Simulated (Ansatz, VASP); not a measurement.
**Two plane-wave programs on Zr3In**

```
CELL_PARAMETERS angstrom
4.84419 3.00710 1.03995
-0.99293 4.69144 0.50357
-0.06760 0.45384 4.01290
ATOMIC_POSITIONS crystal
Zr 0.44368 0.55253 0.53992
Zr 0.20783 0.05573 0.98501
Zr 0.76072 0.93827 0.86464
In 0.98958 0.50941 0.40960
```

Alike in both runs: task single point; functional revPBE; k mesh 4 × 4 × 5; no spin polarisation.

```csv
,VASP,Ansatz
version,VASP 6.6.1,Ansatz 0.2.0
potentials or method,"VASP PAW PBE potentials, release 64 (Zr_sv, In_d), cutoff 520 eV",PAW plane waves
occupations,"fermi-dirac, width 0.1 eV",fermi-dirac
valence electrons in the cell,49,49
```

VASP gave:

| Property | Result |
| --- | --- |
| rms of the force components (eV/Å) | 0.348 |

Estimate Ansatz's values.

rms of the force components (eV/Å): 0.347.

VASP's potentials were made for PBE, not for revPBE. Atom by atom the forces differ by 0.001 eV/Å (rms over components).
